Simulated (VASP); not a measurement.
# Hf3Ta2F (P-6m2) in VASP: notebook

The runs below take Hf3Ta2F through single point, with PBE.

Everything below comes from runs of VASP 6.6.1. Logs are shortened: lines on timing, memory, paths and dates and some standing lists are left out, and cuts for length are marked.

## (1) The cell of the first run

The structure is hexagonal, space group P-6m2 (No. 187). Conventional cell: a = 4.851 Å, b = 4.851 Å, c = 5.733 Å, α = 90.00°, β = 90.00°, γ = 120.00°. Hf (site symmetry -6m2) has 3 Hf at 2.80 Å and 2 F at 2.87 Å and 6 Ta at 3.11 Å within 3.7 Å. Within 3.7 Å of Hf (site symmetry -6m2) lie 3 F at 2.80 Å and 2 Hf at 2.87 Å and 6 Ta at 3.19 Å. Hf (site symmetry -6m2) has 5 Hf at 2.80 to 2.87 Å and 6 Ta at 3.11 Å within 3.7 Å. Within 3.5 Å of Ta (site symmetry 3m) lie 2 Ta at 2.69 to 3.04 Å and 9 Hf at 3.11 to 3.19 Å and 3 F at 3.19 Å. Within 3.7 Å of F (site symmetry -6m2) lie 5 Hf at 2.80 to 2.87 Å and 6 Ta at 3.19 Å.

The cell was built from a structure type or drawn by symmetry, and may not be a known phase.

## (2) Single point, PBE

File INCAR:

```
SYSTEM = Hf3Ta2F
PREC = Accurate ; ENCUT = 520
EDIFF = 1E-7 ; ISMEAR = 0
SIGMA = 0.1 ; LREAL = .False.
LASPH = .True. ; NELM = 60
ALGO = Normal ; ISIF = 2
LWAVE = .False. ; LCHARG = .False.
GGA = PE ; NBANDS = 38
```

File KPOINTS:

```
Automatic mesh
0
Gamma
  6 6 2
  0 0 0
```

File POSCAR:

```
Hf3Ta2F
1.0
    4.8507273656      0.0000000000      0.0000000000
   -2.4253636828      4.2008531254      0.0000000000
    0.0000000000      0.0000000000      5.7328809805
Hf Ta F
3 2 1
Direct
    0.0000000000      0.0000000000      0.0000000000
    0.3333333333      0.6666666667      0.5000000000
    0.3333333333      0.6666666667      0.0000000000
    0.6666666667      0.3333333333      0.7653852625
    0.6666666667      0.3333333333      0.2346147375
    0.0000000000      0.0000000000      0.5000000000
```

Potentials or basis: VASP PAW PBE potentials, release 64 (Hf_pv, Ta_pv, F).

The run is started by

```
$ cat potpaw_PBE.64/Hf_pv/POTCAR potpaw_PBE.64/Ta_pv/POTCAR potpaw_PBE.64/F/POTCAR > POTCAR
$ mpirun -np 1 vasp_std > vasp.out
```

OUTCAR:

```text
SYSTEM = Hf3Ta2F
   PREC = Accurate
   ENCUT = 520
   EDIFF = 1E-7
   ISMEAR = 0
   LREAL = .False.
   LASPH = .True.
   NELM = 60
   ISIF = 2
   GGA = PE

 ion  position               nearest neighbor table
   1  0.000  0.000  0.000-   3 2.80   3 2.80   3 2.80   6 2.87   6 2.87   5 3.11   4 3.11   5 3.11
                             4 3.11   5 3.11   4 3.11
   2  0.333  0.667  0.500-   6 2.80   6 2.80   6 2.80   3 2.87   3 2.87   4 3.19   5 3.19   4 3.19
                             5 3.19   5 3.19   4 3.19
   3  0.333  0.667  0.000-   1 2.80   1 2.80   1 2.80   2 2.87   2 2.87   4 3.11   5 3.11   4 3.11
                             5 3.11   4 3.11   5 3.11
   4  0.667  0.333  0.765-   5 2.69   5 3.04   3 3.11   1 3.11   3 3.11   1 3.11   1 3.11   3 3.11
                             2 3.19   2 3.19   2 3.19
   5  0.667  0.333  0.235-   4 2.69   4 3.04   3 3.11   3 3.11   1 3.11   1 3.11   1 3.11   3 3.11
                             2 3.19   2 3.19   2 3.19
   6  0.000  0.000  0.500-   2 2.80   2 2.80   2 2.80   1 2.87   1 2.87

  LATTYP: Found a hexagonal cell.
 ALAT       =     4.8507273656
 C/A-ratio  =     1.1818600693

  Lattice vectors:

 A1 = (   4.8507273656,   0.0000000000,   0.0000000000)
 A2 = (  -2.4253636828,   4.2008531254,   0.0000000000)
 A3 = (   0.0000000000,   0.0000000000,   5.7328809805)

Analysis of symmetry for initial positions (statically):
=====================================================================
 Subroutine PRICEL returns:
 Original cell was already a primitive cell.

 Routine SETGRP: Setting up the symmetry group for a
 hexagonal supercell.

 Subroutine GETGRP returns: Found 12 space group operations
 (whereof 12 operations were pure point group operations)
 out of a pool of 24 trial point group operations.

The static configuration has the point symmetry D_3h.

Analysis of symmetry for dynamics (positions and initial velocities):
=====================================================================
 Subroutine PRICEL returns:
 Original cell was already a primitive cell.

 Routine SETGRP: Setting up the symmetry group for a
 hexagonal supercell.

 Subroutine GETGRP returns: Found 12 space group operations
 (whereof 12 operations were pure point group operations)
 out of a pool of 24 trial point group operations.

The dynamic configuration has the point symmetry D_3h.

 Subroutine INISYM returns: Found 12 space group operations
 (whereof 12 operations are pure point group operations),
 and found     1 'primitive' translations

----------------------------------------------------------------------------------------

                                     Primitive cell

  volume of cell :     116.8200

  direct lattice vectors                    reciprocal lattice vectors
     4.850727366  0.000000000  0.000000000     0.206154650  0.119023442  0.000000000
    -2.425363683  4.200853125  0.000000000     0.000000000  0.238046885  0.000000000
     0.000000000  0.000000000  5.732880981     0.000000000  0.000000000  0.174432367

  length of vectors
     4.850727366  4.850727366  5.732880981     0.238046885  0.238046885  0.174432367

  position of ions in fractional coordinates (direct lattice)
     0.000000000  0.000000000  0.000000000
     0.333333333  0.666666667  0.500000000
     0.333333333  0.666666667  0.000000000
     0.666666667  0.333333333  0.765385262
     0.666666667  0.333333333  0.234614738
     0.000000000  0.000000000  0.500000000

  ion indices of the primitive-cell ions
   primitive index   ion index
                 1           1
                 2           2
                 3           3
                 4           4
                 5           5
                 6           6

----------------------------------------------------------------------------------------

 KPOINTS: Automatic mesh

Automatic generation of k-mesh.
 Grid dimensions read from file:
 generate k-points for:    6    6    2

 Generating k-lattice:

  Cartesian coordinates                     Fractional coordinates (reciprocal lattice)
     0.034359108  0.019837240  0.000000000     0.166666667  0.000000000  0.000000000
     0.000000000  0.039674481  0.000000000     0.000000000  0.166666667  0.000000000
     0.000000000  0.000000000  0.087216184     0.000000000  0.000000000  0.500000000

  Length of vectors
     0.039674481  0.039674481  0.087216184

  Shift w.r.t. Gamma in fractional coordinates (k-lattice)
     0.000000000  0.000000000  0.000000000

 Subroutine IBZKPT returns following result:
 ===========================================

 Found     14 irreducible k-points:

 Following reciprocal coordinates:
            Coordinates               Weight
  0.000000  0.000000  0.000000      1.000000
  0.166667  0.000000  0.000000      6.000000
  0.333333  0.000000  0.000000      6.000000
  0.500000 -0.000000  0.000000      3.000000
  0.166667  0.166667  0.000000      6.000000
  0.333333  0.166667  0.000000     12.000000
[... 51 lines left out ...]
   GGA     = PE    functional components
   LHFCALC =     F    Hartree Fock is set to
   AEXX    =    0.0000 exact exchange contribution
   IVDW    =     0    specifies the selected vdW correction
   LEPSILON=     F    determine dielectric tensor
   LRPA    =     F    only Hartree local field effects (RPA)
 non-spin polarized calculation
 Gauss-broadening in eV      SIGMA  =   0.10
  energy-cutoff  :      520.00
  volume of cell :      116.82
 maximum number of plane-waves:      3195
   NGX = 19   NGY = 19   NGZ = 21

 number of electron      59.0000022 magnetization

 Free energy of the ion-electron system (eV)
  ---------------------------------------------------
  ext. energy  EPLUGINS =         0.00000000
  ---------------------------------------------------
  free energy    TOTEN  =       -54.81322624 eV

  energy without entropy =      -54.78475677  energy(sigma->0) =      -54.79899150

 E-fermi :   4.5579     XC(G=0): -11.4108

 val. band max:        4.5470879597   @ k =   0.3333   0.0000   0.5000
 cond. band min:       4.5661125104   @ k =   0.3333   0.1667   0.0000
 fundamental gap:      0.0190245507
 Fermi energy:         4.5579345693

 k-point     1 :       0.0000    0.0000    0.0000
  band No.  band energies     occupation
      1     -29.9063      2.00000
      2     -29.6050      2.00000
      3     -29.6050      2.00000
      4     -29.4878      2.00000
      5     -29.4878      2.00000
      6     -29.0243      2.00000
[... 30 lines left out ...]
     37       7.5286      0.00000
     38       7.6650      0.00000

 k-point     2 :       0.1667    0.0000    0.0000
  band No.  band energies     occupation
      1     -29.9084      2.00000
      2     -29.6072      2.00000
      3     -29.6039      2.00000
      4     -29.4911      2.00000
      5     -29.4880      2.00000
      6     -29.0239      2.00000
[... 30 lines left out ...]
     37       7.5600      0.00000
     38       7.6074      0.00000

 k-point     3 :       0.3333    0.0000    0.0000
  band No.  band energies     occupation
      1     -29.9128      2.00000
      2     -29.6116      2.00000
      3     -29.6007      2.00000
      4     -29.4976      2.00000
      5     -29.4885      2.00000
      6     -29.0231      2.00000
[... 30 lines left out ...]
     37       7.3811      0.00000
     38       7.7087      0.00000

 k-point     4 :       0.5000   -0.0000    0.0000
  band No.  band energies     occupation
      1     -29.9151      2.00000
      2     -29.6138      2.00000
      3     -29.5985      2.00000
      4     -29.5008      2.00000
      5     -29.4887      2.00000
      6     -29.0226      2.00000
[... 30 lines left out ...]
     37       7.2742      0.00000
     38       7.9037      0.00000
[... 293 lines left out ...]
      4     -29.5191      2.00000
      5     -29.5157      2.00000
      6     -29.2534      2.00000
[... 30 lines left out ...]
     37       7.1171      0.00000
     38       7.1970      0.00000

 k-point    13 :       0.3333    0.1667    0.5000
  band No.  band energies     occupation
      1     -29.7064      2.00000
      2     -29.5848      2.00000
      3     -29.5782      2.00000
      4     -29.5220      2.00000
      5     -29.5164      2.00000
      6     -29.2543      2.00000
[... 30 lines left out ...]
     37       7.1862      0.00000
     38       7.5355      0.00000

 k-point    14 :       0.3333    0.3333    0.5000
  band No.  band energies     occupation
      1     -29.7075      2.00000
      2     -29.5838      2.00000
      3     -29.5789      2.00000
      4     -29.5232      2.00000
      5     -29.5164      2.00000
      6     -29.2545      2.00000
[... 30 lines left out ...]
     37       7.2048      0.00000
     38       7.3296      0.00000

------------------------ aborting loop because EDIFF is reached ----------------------------------------

  FORCE on cell =-STRESS in cart. coord.  units (eV):
  Direction    XX          YY          ZZ          XY          YZ          ZX
  --------------------------------------------------------------------------------------
  -------------------------------------------------------------------------------------
  Total       -0.2797474     -0.2797474     -0.1988558      0.0000000     -0.0000000      0.0000000
  in kB       -3.8367133     -3.8367133     -2.7272909      0.0000000     -0.0000000      0.0000000
  external PRESSURE =      -3.4669058 kB  Pullay stress =       0.0000000 kB

 VOLUME and BASIS-vectors are now :
 -----------------------------------------------------------------------------
  energy-cutoff  :      520.00
  volume of cell :      116.82
      direct lattice vectors                 reciprocal lattice vectors
     4.850727366  0.000000000  0.000000000     0.206154650  0.119023442  0.000000000
    -2.425363683  4.200853125  0.000000000     0.000000000  0.238046885  0.000000000
     0.000000000  0.000000000  5.732880981     0.000000000  0.000000000  0.174432367

 POSITION                                       TOTAL-FORCE (eV/Angst)
 -----------------------------------------------------------------------------------
      0.00000      0.00000      0.00000        -0.000000      0.000000     -0.000000
     -0.00000      2.80057      2.86644        -0.000000      0.000000     -0.000000
     -0.00000      2.80057      0.00000        -0.000000      0.000000     -0.000000
      2.42536      1.40028      4.38786         0.000000      0.000000      0.016257
      2.42536      1.40028      1.34502         0.000000      0.000000     -0.016257
      0.00000      0.00000      2.86644        -0.000000      0.000000     -0.000000
 -----------------------------------------------------------------------------------
    total drift:                               -0.000000      0.000000      0.000000

  FREE ENERGIE OF THE ION-ELECTRON SYSTEM (eV)
  ---------------------------------------------------
  free  energy   TOTEN  =       -54.8132262379 eV

  energy  without entropy=      -54.7847567659  energy(sigma->0) =      -54.79899150
```

Run time: 48 s. Hardware: 1 thread of Intel Xeon Platinum 8488C (Sapphire Rapids), shared host; peak memory 0.26 GiB.

What came out:

| Property | Result |
| --- | --- |
| Free energy | -54.8132 eV |
| Pressure | -0.3 GPa |
| Largest force | 0.016 eV/Å |
| Band gap on the k mesh | zero (an odd number of electrons rules out a gap without spin polarisation) |

Forces in eV/Å, atoms in the order of the input:
```
Hf   0.000  0.000  0.000
Hf   0.000  0.000  0.000
Hf   0.000  0.000  0.000
Ta   0.000  0.000  0.016
Ta   0.000  0.000 -0.016
F    0.000  0.000  0.000
```

Caveat: the k points lie up to 0.55 Å⁻¹ apart, too coarse for converged energies and pressures of a metal; spin-orbit coupling is left out, which moves the levels of the heavy elements; an odd number of electrons without spin polarisation forces a metal; a magnetic or distorted state may lie lower.

## (3) Single point, PBE

This run uses another cell than the first one, of 20.70 Å³/atom.

File INCAR:

```
  ALGO = Normal
  EDIFF = 1E-6
  ENCUT = 520
  GGA = PE
  ISIF = 2
  ISMEAR = 0
  LASPH = True
  LCHARG = False
  LREAL = False
  LWAVE = False
  NBANDS = 38
  NELM = 100
  PREC = Accurate
  SIGMA = 0.1
```

File KPOINTS:

```
k-points
0
Gamma
  6 6 2
```

File POSCAR:

```
Hf3Ta2F
1.0
    4.0075276400      0.0000000000      0.0000000000
   -2.0037638200      3.4706207400      0.0000000000
    0.0000000000      0.0000000000      8.9303451200
Hf Ta F
3 2 1
Direct
    0.0000000000      0.0000000000      0.0000000000
    0.3333333300      0.6666666700      0.5000000000
    0.3333333300      0.6666666700      0.0000000000
    0.6666666700      0.3333333300      0.7522701000
    0.6666666700      0.3333333300      0.2477299000
    0.0000000000      0.0000000000      0.5000000000
```

Potentials or basis: VASP PAW PBE potentials, release 64 (Hf_pv, Ta_pv, F).

The run is started by

```
$ cat potpaw_PBE.64/Hf_pv/POTCAR potpaw_PBE.64/Ta_pv/POTCAR potpaw_PBE.64/F/POTCAR > POTCAR
$ mpirun -np 1 vasp_std > vasp.out
```

Run time: 63 s. Hardware: 1 thread of Intel Xeon Platinum 8488C (Sapphire Rapids), shared host; peak memory 0.26 GiB.

Results (log left out):

```
Free energy            : -49.2289 eV
Pressure               : 0.1 GPa
Largest force          : 2.245 eV/Å
Band gap on the k mesh : zero (an odd number of electrons rules out a gap without spin polarisation)
```

Forces in eV/Å, atoms in the order of the input:
```
Hf   0.000  0.000  0.000
Hf   0.000  0.000  0.000
Hf   0.000  0.000  0.000
Ta   0.000  0.000  2.245
Ta   0.000  0.000 -2.245
F    0.000  0.000  0.000
```

Stress tensor (GPa, compression positive):
```
  9.63   0.00   0.00
  0.00   9.63   0.00
  0.00   0.00 -19.05
```

Levels at points of the mesh, in eV from the Fermi level:
| k point | band 25 | band 26 | band 27 | band 28 | band 29 | band 30 | band 31 | band 32 | band 33 | band 34 |
| --- | --- | --- | --- | --- | --- | --- | --- | --- | --- | --- |
| (0.00, 0.00, 0.00) | -1.52 | -0.53 | -0.53 | 0.10 | 0.10 | 0.31 | 0.31 | 1.00 | 1.07 | 1.39 |
| (0.50, 0.00, 0.00) | -1.22 | -1.19 | -0.87 | -0.61 | -0.25 | 0.07 | 0.22 | 0.88 | 0.98 | 1.19 |
| (0.00, 0.00, 0.50) | -1.36 | -0.71 | -0.71 | -0.16 | -0.16 | 0.24 | 0.24 | 1.47 | 1.83 | 2.15 |
| (0.50, 0.00, 0.50) | -1.55 | -1.31 | -0.90 | -0.61 | -0.10 | 0.02 | 0.22 | 0.64 | 1.17 | 1.37 |

Caveat: spin-orbit coupling is left out, which moves the levels of the heavy elements; an odd number of electrons without spin polarisation forces a metal; a magnetic or distorted state may lie lower.

## (4) Single point, PBE

This run uses another cell than the first one, of 19.41 Å³/atom.

File INCAR:

```
SYSTEM = Hf3Ta2F
ALGO     = Normal         ! electronic algorithm
EDIFF    = 1E-6           ! SCF threshold, eV
ENCUT    = 520            ! plane-wave cutoff, eV
GGA      = PE             ! functional
ISIF     = 2              ! what is computed and relaxed
ISMEAR   = 0              ! smearing method
LASPH    = .True.         ! aspherical terms in the spheres
LCHARG   = .True.         ! write CHGCAR
LELF     = .True.         ! ELF
LREAL    = .False.        ! projectors in reciprocal space
LVHAR    = .True.       
LWAVE    = .False.        ! write WAVECAR
NBANDS   = 38             ! bands
NELM     = 60             ! most SCF steps
PREC     = Accurate       ! precision mode
SIGMA    = 0.1            ! smearing width, eV
```

File KPOINTS:

```
k-points
0
Gamma
  6 6 4
  0 0 0
```

File POSCAR:

```
Hf3Ta2F
1.0
    4.9366139410      0.0000000000      0.0000000000
   -2.4683069705      4.2752330816      0.0000000000
    0.0000000000      0.0000000000      5.5185584229
Hf Ta F
3 2 1
Direct
    0.0000000000      0.0000000000      0.0000000000
    0.3333333333      0.6666666667      0.5000000000
    0.3333333333      0.6666666667      0.0000000000
    0.6666666667      0.3333333333      0.7615598472
    0.6666666667      0.3333333333      0.2384401528
    0.0000000000      0.0000000000      0.5000000000
```

The run is started by

```
$ cat potpaw_PBE.64/Hf_pv/POTCAR potpaw_PBE.64/Ta_pv/POTCAR potpaw_PBE.64/F/POTCAR > POTCAR
$ mpirun -np 1 vasp_std > vasp.out
```

Wall time 77 s (1 thread of Intel Xeon Platinum 8488C (Sapphire Rapids), shared host); peak memory 0.29 GiB.

Results (log left out):

- Free energy: -54.9234 eV
- Pressure: -0.4 GPa
- Largest force: 0.034 eV/Å
- Band gap on the k mesh: zero (an odd number of electrons rules out a gap without spin polarisation)

Forces in eV/Å, atoms in the order of the input:
```
Hf   0.000  0.000  0.000
Hf   0.000  0.000  0.000
Hf   0.000  0.000  0.000
Ta   0.000  0.000  0.034
Ta   0.000  0.000 -0.034
F    0.000  0.000  0.000
```

Stress tensor (GPa, compression positive):
```
-0.28  0.00  0.00
 0.00 -0.28  0.00
 0.00  0.00 -0.59
```

Levels at points of the mesh, in eV from the Fermi level:
| k point | band 27 | band 28 | band 29 | band 30 | band 31 | band 32 | band 33 | band 34 |
| --- | --- | --- | --- | --- | --- | --- | --- | --- |
| (0.00, 0.00, 0.00) | -0.71 | -0.59 | -0.59 | -0.05 | 0.35 | 0.35 | 1.61 | 1.61 |
| (0.50, 0.00, 0.00) | -1.30 | -0.58 | -0.07 | 0.23 | 0.27 | 0.49 | 0.93 | 1.29 |
| (0.00, 0.00, 0.50) | -1.28 | -0.41 | -0.20 | -0.07 | -0.07 | 1.87 | 1.87 | 2.09 |
| (0.50, 0.00, 0.50) | -0.62 | -0.59 | -0.28 | 0.03 | 0.39 | 0.54 | 0.55 | 0.70 |

Caveat: spin-orbit coupling is left out, which moves the levels of the heavy elements; an odd number of electrons without spin polarisation forces a metal; a magnetic or distorted state may lie lower.

## (5) The runs side by side

```tsv
cell	k mesh	gap on the mesh (eV)	pressure (GPa)	largest force (eV/Å)
a = 4.851, b = 4.851, c = 5.733 Å, angles 90.0, 90.0, 120.0°, 6 atoms, atomic positions A	6 × 6 × 2	none	-0.3	0.02
a = 4.008, b = 4.008, c = 8.930 Å, angles 90.0, 90.0, 120.0°, 6 atoms, atomic positions B	6 × 6 × 2	none	0.1	2.24
a = 4.937, b = 4.937, c = 5.519 Å, angles 90.0, 90.0, 120.0°, 6 atoms, atomic positions C	6 × 6 × 4	none	-0.4	0.03
```

Alike in all rows: task single point; level PBE; potentials or basis VASP PAW PBE potentials, release 64 (Hf_pv, Ta_pv, F); no spin polarisation; cutoff (eV) 520; smearing gaussian 0.1 eV.

Caveats: some runs use coarse meshes; spin-orbit coupling is left out, which moves the levels of the heavy elements; an odd number of electrons without spin polarisation forces a metal; a magnetic or distorted state may lie lower.

Absolute energies hang on the potentials; compare differences alone.
